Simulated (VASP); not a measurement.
# Au (Pm-3m) in VASP: single point with r2SCAN

Aim: the single point of Au with r2SCAN.

Program: VASP 6.6.1. These are calculated values, not measurements. Logs are shortened: lines on timing, memory, paths and dates and some standing lists are left out, and cuts for length are marked.

### 1 The cell of the first run

The structure is cubic, space group Pm-3m (No. 221). Conventional cell: a = 2.631 Å, b = 2.631 Å, c = 2.631 Å, α = 90.00°, β = 90.00°, γ = 90.00°. Within 3.5 Å of Au (site symmetry m-3m) lie 6 Au at 2.63 Å.

### 2 Single point, r2SCAN

Contents of POSCAR:

```
Au
1.0
   -0.8769168513      1.7538337027      1.7538337027
    1.7538337027     -0.8769168513      1.7538337027
    1.7538337027      1.7538337027     -0.8769168513
Au
1
Direct
    0.0000000000      0.0000000000      0.0000000000
```

Contents of INCAR.step1:

```
PREC     = Accurate       # precision mode
ENCUT    = 520            # plane-wave cutoff, eV
ISMEAR   = 0              # smearing method
SIGMA    = 0.15           # smearing width, eV
LREAL    = F              # projectors in reciprocal space
LASPH    = T              # aspherical terms in the spheres
NELM     = 100            # most SCF steps
NBANDS   = 12             # bands
GGA      = PE             # functional
ALGO     = Normal         # electronic algorithm
EDIFF    = 1E-4           # SCF threshold, eV
LWAVE    = T              # write WAVECAR
LCHARG   = F              # write CHGCAR
```

Contents of INCAR.step2:

```
PREC     = Accurate       # precision mode
ENCUT    = 520            # plane-wave cutoff, eV
EDIFF    = 1E-7           # SCF threshold, eV
ISMEAR   = 0              # smearing method
SIGMA    = 0.15           # smearing width, eV
LREAL    = F              # projectors in reciprocal space
LASPH    = T              # aspherical terms in the spheres
NELM     = 100            # most SCF steps
ALGO     = Normal         # electronic algorithm
ISIF     = 2              # what is computed and relaxed
LWAVE    = F              # write WAVECAR
LCHARG   = T              # write CHGCAR
METAGGA  = R2SCAN         # meta-GGA
LMIXTAU  = T            
LELF     = T              # ELF
LVHAR    = T            
NBANDS   = 12             # bands
ISTART   = 1
```

Contents of KPOINTS:

```
Automatic mesh
0
Gamma
  22 22 22
```

Potentials or basis: VASP PAW PBE potentials, release 64 (Au).

Launch:

```bash
> cat potpaw_PBE.64/Au/POTCAR > POTCAR
> cp INCAR.step1 INCAR
> mpirun -np 1 vasp_std > vasp.out
> cp INCAR.step2 INCAR
> mpirun -np 1 vasp_std > vasp.out
```

OUTCAR:

```text
PREC = Accurate
   ENCUT = 520
   EDIFF = 1E-7
   ISMEAR = 0
   LREAL = F
   LASPH = T
   NELM = 100
   ISIF = 2
   METAGGA = R2SCAN
   ISTART = 1

 ion  position               nearest neighbor table
   1  0.000  0.000  0.000-

  LATTYP: Found a simple cubic cell.
 ALAT       =     2.6307505540

  Lattice vectors:

 A1 = (  -0.8769168513,   1.7538337027,   1.7538337027)
 A2 = (   1.7538337027,  -0.8769168513,   1.7538337027)
 A3 = (   1.7538337027,   1.7538337027,  -0.8769168513)

Analysis of symmetry for initial positions (statically):
=====================================================================
 Subroutine PRICEL returns:
 Original cell was already a primitive cell.

 Routine SETGRP: Setting up the symmetry group for a
 simple cubic supercell.

 Subroutine GETGRP returns: Found 48 space group operations
 (whereof 48 operations were pure point group operations)
 out of a pool of 48 trial point group operations.

The static configuration has the point symmetry O_h .

Analysis of symmetry for dynamics (positions and initial velocities):
=====================================================================
 Subroutine PRICEL returns:
 Original cell was already a primitive cell.

 Routine SETGRP: Setting up the symmetry group for a
 simple cubic supercell.

 Subroutine GETGRP returns: Found 48 space group operations
 (whereof 48 operations were pure point group operations)
 out of a pool of 48 trial point group operations.

The dynamic configuration has the point symmetry O_h .

 Subroutine INISYM returns: Found 48 space group operations
 (whereof 48 operations are pure point group operations),
 and found     1 'primitive' translations

----------------------------------------------------------------------------------------

                                     Primitive cell

  volume of cell :      18.2070

  direct lattice vectors                    reciprocal lattice vectors
    -0.876916851  1.753833703  1.753833703    -0.126706553  0.253413105  0.253413105
     1.753833703 -0.876916851  1.753833703     0.253413105 -0.126706553  0.253413105
     1.753833703  1.753833703 -0.876916851     0.253413105  0.253413105 -0.126706553

  length of vectors
     2.630750554  2.630750554  2.630750554     0.380119658  0.380119658  0.380119658

  position of ions in fractional coordinates (direct lattice)
     0.000000000  0.000000000  0.000000000

  ion indices of the primitive-cell ions
   primitive index   ion index
                 1           1

----------------------------------------------------------------------------------------

 KPOINTS: Automatic mesh

Automatic generation of k-mesh.
 Grid dimensions read from file:
 generate k-points for:   22   22   22

 Generating k-lattice:

  Cartesian coordinates                     Fractional coordinates (reciprocal lattice)
    -0.005759389  0.011518778  0.011518778     0.045454545 -0.000000000 -0.000000000
     0.011518778 -0.005759389  0.011518778    -0.000000000  0.045454545 -0.000000000
     0.011518778  0.011518778 -0.005759389    -0.000000000 -0.000000000  0.045454545

  Length of vectors
     0.017278166  0.017278166  0.017278166

  Shift w.r.t. Gamma in fractional coordinates (k-lattice)
     0.000000000  0.000000000  0.000000000

 Subroutine IBZKPT returns following result:
 ===========================================

 Found    364 irreducible k-points:

 Following reciprocal coordinates:
            Coordinates               Weight
  0.000000  0.000000  0.000000      1.000000
  0.045455  0.000000  0.000000      6.000000
  0.090909  0.000000  0.000000      6.000000
  0.136364 -0.000000 -0.000000      6.000000
  0.181818 -0.000000 -0.000000      6.000000
  0.227273  0.000000 -0.000000      6.000000
[... 16 lines left out ...]
  0.500000  0.045455  0.000000     12.000000
  0.090909  0.090909  0.000000     12.000000
 [... further k-points ...]
   k-points           NKPTS =    364   k-points in BZ     NKDIM =    364   number of bands    NBANDS=     12
   number of dos      NEDOS =    301   number of ions     NIONS =      1
   total plane-waves  NPLWV =   8000
   dimension x,y,z NGX =    20 NGY =   20 NGZ =   20
   dimension x,y,z NGXF=    40 NGYF=   40 NGZF=   40
   ions per type =               1
   NGX,Y,Z   is equivalent  to a cutoff of  12.64, 12.64, 12.64 a.u.
   NGXF,Y,Z  is equivalent  to a cutoff of  25.28, 25.28, 25.28 a.u.
 SYSTEM =  unknown system
   PREC   = accura    normal or accurate (medium, high low for compatibility)
   ISTART =      1    job   : 0-new  1-cont  2-samecut
   ICHARG =      0    charge: 1-file 2-atom 10-const
   ISPIN  =      1    spin polarized calculation?
   LNONCOLLINEAR =      F non collinear calculations
   LSORBIT =      F    spin-orbit coupling
   LASPH  =      T    aspherical Exc in radial PAW
   ENCUT  =  520.0 eV  38.22 Ry    6.18 a.u.   4.89  4.89  4.89*2*pi/ulx,y,z
   NELM   =    100;   NELMIN=  2; NELMDL=  0     # of ELM steps
   EDIFF  = 0.1E-06   stopping-criterion for ELM
   LREAL  =      F    real-space projection
   EDIFFG = 0.1E-05   stopping-criterion for IOM
   NSW    =      0    number of steps for IOM
   IBRION =     -1    ionic relax: 0-MD 1-quasi-New 2-CG
   NFREE  =      0    steps in history (QN), initial steepest desc. (CG)
   ISIF   =      2    stress and relaxation
   ISYM   =      2    0-nonsym 1-usesym 2-fastsym
   POTIM  = 0.5000    time-step for ionic-motion
   TEBEG  =    0.0;   TEEND  =   0.0 temperature during run
   PSTRESS=    0.0 pullay stress
   NELECT =      11.0000    total number of electrons
   NUPDOWN=      -1.0000    fix difference up-down
   EMIN   =  10.00;   EMAX   =-10.00  energy-range for DOS
   EFERMI =   0.00;   METHOD = LEGACY
   ISMEAR =     0;   SIGMA  =   0.15  broadening in eV -4-tet -1-fermi 0-gaus
   EFERMI_NEDOS =   21; number of points for ismear=-14 and -15
   IALGO  =     38    algorithm
   IMIX   =      4    mixing-type and parameters
     AMIX     =   0.40;   BMIX     =  1.00
     AMIX_MAG =   1.60;   BMIX_MAG =  1.00
  volume/ion in A,a.u.               =      18.21       122.87
  Fermi-wavevector in a.u.,A,eV,Ry     =   1.383968  2.615320 26.060157  1.915367
  Thomas-Fermi vector in A             =   2.508516
   LORBIT       =      0    0 simple, 1 ext, 2 COOP (PROOUT), +10 PAW based schemes
   METAGGA = R2SCAN    functional components
   LHFCALC =     F    Hartree Fock is set to
   AEXX    =    0.0000 exact exchange contribution
   IVDW    =     0    specifies the selected vdW correction
   LEPSILON=     F    determine dielectric tensor
   LRPA    =     F    only Hartree local field effects (RPA)
 non-spin polarized calculation
 Gauss-broadening in eV      SIGMA  =   0.15
  energy-cutoff  :      520.00
  volume of cell :       18.21
 maximum number of plane-waves:       504
 NGX is ok and might be reduce to    20
   NGX =  9   NGY =  9   NGZ =  9

 number of electron      11.0000003 magnetization

 Free energy of the ion-electron system (eV)
  ---------------------------------------------------
  ext. energy  EPLUGINS =         0.00000000
  ---------------------------------------------------
  free energy    TOTEN  =       -50.32116677 eV

  energy without entropy =      -50.31696716  energy(sigma->0) =      -50.31906697

 E-fermi :   7.9259     XC(G=0): -13.0256

 val. band max:        7.9210426260   @ k =   0.3636   0.2727   0.2273
 cond. band min:       7.9343750102   @ k =   0.4091   0.2727   0.0455
 fundamental gap:      0.0133323843
 Fermi energy:         7.9259166115

 k-point     1 :       0.0000    0.0000    0.0000
  band No.  band energies     occupation
      1      -1.1403      2.00000
      2       1.0697      2.00000
      3       1.0697      2.00000
      4       6.3557      2.00000
      5       6.3557      2.00000
      6       6.3557      2.00000
      7      23.1691      0.00000
      8      23.1691      0.00000
      9      23.1691      0.00000
     10      28.9310      0.00000
     11      31.6100      0.00000
     12      31.6100      0.00000

 k-point     2 :       0.0455    0.0000    0.0000
  band No.  band energies     occupation
      1      -1.0813      2.00000
      2       1.0793      2.00000
      3       1.1191      2.00000
      4       6.3109      2.00000
      5       6.3109      2.00000
      6       6.3592      2.00000
      7      22.6897      0.00000
      8      23.2686      0.00000
      9      23.2686      0.00000
     10      29.2423      0.00000
     11      31.3301      0.00000
     12      31.8540      0.00000

 k-point     3 :       0.0909    0.0000    0.0000
  band No.  band energies     occupation
      1      -0.9113      2.00000
      2       1.1074      2.00000
      3       1.2715      2.00000
      4       6.1825      2.00000
      5       6.1825      2.00000
      6       6.3696      2.00000
      7      21.5618      0.00000
      8      23.5599      0.00000
      9      23.5599      0.00000
     10      29.7389      0.00000
     11      30.6412      0.00000
     12      32.7061      0.00000

 k-point     4 :       0.1364   -0.0000   -0.0000
  band No.  band energies     occupation
      1      -0.6522      2.00000
      2       1.1520      2.00000
      3       1.5394      2.00000
      4       5.9863      2.00000
      5       5.9863      2.00000
      6       6.3859      2.00000
      7      20.1824      0.00000
      8      24.0225      0.00000
      9      24.0225      0.00000
     10      29.7764      0.00000
     11      30.0036      0.00000
     12      34.1629      0.00000

 k-point     5 :       0.1818   -0.0000   -0.0000
  band No.  band energies     occupation
      1      -0.3381      2.00000
      2       1.2100      2.00000
      3       1.9414      2.00000
      4       5.7445      2.00000
      5       5.7445      2.00000
      6       6.4071      2.00000
      7      18.7353      0.00000
      8      24.6265      0.00000
      9      24.6265      0.00000
     10      28.8778      0.00000
     11      30.0668      0.00000
     12      35.9636      0.00000
[... 228 lines left out ...]
      1       1.0565      2.00000
      2       1.5705      2.00000
      3       4.4405      2.00000
      4       4.6293      2.00000
      5       6.0745      2.00000
      6       6.4792      2.00000
      7      12.1360      0.00000
      8      25.6271      0.00000
      9      27.5586      0.00000
     10      28.5230      0.00000
     11      28.9736      0.00000
     12      35.6219      0.00000

 k-point    22 :       0.4545    0.0455   -0.0000
  band No.  band energies     occupation
      1       1.1681      2.00000
      2       1.6025      2.00000
      3       4.3644      2.00000
      4       4.5341      2.00000
      5       6.4901      2.00000
      6       6.9065      2.00000
      7      11.1621      0.00000
      8      25.4210      0.00000
      9      27.8445      0.00000
     10      28.7031      0.00000
     11      29.0305      0.00000
     12      35.4403      0.00000

 k-point    23 :       0.5000    0.0455    0.0000
  band No.  band energies     occupation
      1       1.2063      2.00000
      2       1.6136      2.00000
      3       4.3358      2.00000
      4       4.5019      2.00000
      5       6.4939      2.00000
      6       7.2975      2.00000
      7      10.7290      0.00000
      8      25.3489      0.00000
      9      27.9136      0.00000
     10      28.6423      0.00000
     11      29.2214      0.00000
     12      35.2590      0.00000

 k-point    24 :       0.0909    0.0909    0.0000
  band No.  band energies     occupation
      1      -0.6779      2.00000
      2       1.2311      2.00000
      3       1.3819      2.00000
      4       6.0030      2.00000
      5       6.1730      2.00000
      6       6.2229      2.00000
      7      21.6562      0.00000
      8      22.1914      0.00000
      9      23.9537      0.00000
     10      30.0664      0.00000
     11      31.6981      0.00000
     12      32.3347      0.00000

 [... further k-points ...]
[... 5 lines left out ...]
  --------------------------------------------------------------------------------------
  -------------------------------------------------------------------------------------
  Total        1.8820308      1.8820308      1.8820308      0.0000000      0.0000000      0.0000000
  in kB      165.6144805    165.6144805    165.6144805      0.0000000      0.0000000      0.0000000
  external PRESSURE =     165.6144805 kB  Pullay stress =       0.0000000 kB

 VOLUME and BASIS-vectors are now :
 -----------------------------------------------------------------------------
  energy-cutoff  :      520.00
  volume of cell :       18.21
      direct lattice vectors                 reciprocal lattice vectors
    -0.876916851  1.753833703  1.753833703    -0.126706553  0.253413105  0.253413105
     1.753833703 -0.876916851  1.753833703     0.253413105 -0.126706553  0.253413105
     1.753833703  1.753833703 -0.876916851     0.253413105  0.253413105 -0.126706553

 POSITION                                       TOTAL-FORCE (eV/Angst)
 -----------------------------------------------------------------------------------
      0.00000      0.00000      0.00000         0.000000      0.000000      0.000000
 -----------------------------------------------------------------------------------
    total drift:                                0.000000     -0.000000      0.000000

  FREE ENERGIE OF THE ION-ELECTRON SYSTEM (eV)
  ---------------------------------------------------
  free  energy   TOTEN  =       -50.3211667731 eV

  energy  without entropy=      -50.3169671596  energy(sigma->0) =      -50.31906697
```

Run time: 84 s. Hardware: 1 thread of Intel Xeon 6975P-C (Granite Rapids), shared host; peak memory 0.18 GiB.

Results:

* Free energy: -50.3212 eV
* Pressure: 16.6 GPa

Levels at points of the mesh, in eV from the Fermi level:
| k point | band 3 | band 4 | band 5 | band 6 | band 7 | band 8 |
| --- | --- | --- | --- | --- | --- | --- |
| (0.00, 0.00, 0.00) | -6.86 | -1.57 | -1.57 | -1.57 | 15.24 | 15.24 |
| (0.50, 0.00, 0.00) | -3.43 | -3.43 | -1.39 | -0.80 | 2.80 | 17.41 |
| (0.50, 0.50, 0.00) | -3.10 | -3.10 | -0.04 | 4.11 | 4.11 | 8.04 |
| (0.50, 0.50, 0.50) | -6.01 | 0.08 | 0.08 | 9.49 | 9.49 | 9.49 |

Caveat: the PAW data sets were made with another functional, which shifts forces and pressure a little; spin-orbit coupling is left out, which moves the levels of the heavy elements.
